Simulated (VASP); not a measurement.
Ti6H, 7 atoms in the cell. The cell holds a slab with vacuum, 7 atoms: a = 2.938 Å, b = 4.650 Å, c = 21.284 Å, α = 90.00°, β = 90.00°, γ = 90.00°. 

| Property | Result |
| --- | --- |
| Program | VASP 6.6.1 |
| Task | single point |
| Functional | PBE |
| Potentials or basis | VASP PAW PBE potentials, release 64 (Ti_sv, H) |
| Cutoff | 520 eV |
| k mesh | 9 × 6 × 1 |
| Occupations | gaussian, width 0.1 eV |
| Spin | no spin polarisation |
| Dipole correction | yes |
| Further INCAR settings | ALGO = Normal; EDIFF = 1e-06; NBANDS = 46 |

Potentials or basis: VASP PAW PBE potentials, release 64 (Ti_sv, H).

Run with:

```sh
$ cat potpaw_PBE.64/Ti_sv/POTCAR potpaw_PBE.64/H/POTCAR > POTCAR
$ mpirun -np 1 vasp_std > vasp.out
```

Hardware: 1 thread of Intel(R) Xeon(R) 6975P-C (Granite Rapids), with other jobs on the host.

Question: How long does it take, and how much memory?

Answer: Run time: 5.5 min on 1 thread of Intel(R) Xeon(R) 6975P-C (Granite Rapids), with other jobs on the host, peak memory 0.45 GiB. Counts: scf iterations 32, k points 20.
